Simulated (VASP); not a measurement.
Here is a VASP 6.6.1 calculation.

File INCAR:

```
  PREC = Accurate
  ENCUT = 520
  EDIFF = 1E-6
  ISMEAR = 0
  SIGMA = 0.1
  LREAL = F
  LASPH = T
  NELM = 120
  ALGO = Normal
  ISIF = 2
  LWAVE = F
  LCHARG = F
  LDIPOL = T
  IDIPOL = 3
  DIPOL = 0.5 0.5 0.348
  GGA = PE
  NBANDS = 36
  GGA_COMPAT = F
  NELMDL = -8
```

The input KPOINTS:

```
Automatic mesh
0
Gamma
  10 10 1
```

POSCAR

```
Ir3O
1.0
    2.7367600872      0.0000000000      0.0000000000
    0.0000000000      2.7367600872      0.0000000000
    0.0000000000      0.0000000000     19.1883373414
Ir O
3 1
Direct
    0.5000000000      0.5000000000      0.2084599582
    0.0000000000      0.0000000000      0.3045662606
    0.5000000000      0.5000000000      0.4006776202
    0.6666666667      0.8333333333      0.4783737920
```

Potentials or basis: VASP PAW PBE potentials, release 64 (Ir_sv_GW, O).

The run is started by

```console
$ cat potpaw_PBE.64/Ir_sv_GW/POTCAR potpaw_PBE.64/O/POTCAR > POTCAR
$ mpirun -np 1 vasp_std > vasp.out
```

Q: Predict the band gap on the k mesh.

A: Zero (an odd number of electrons rules out a gap without spin polarisation).

Q: What does it give for the largest force?

A: 1.960 eV/Å.

Forces on the atoms (eV/Å):
```
Ir  -0.118 -0.251 -0.185
Ir  -0.311 -0.044 -1.001
Ir   1.071 -1.261  1.050
O   -0.643  1.557  0.136
```

Caveat: spin-orbit coupling is left out, which moves the levels of the heavy elements.
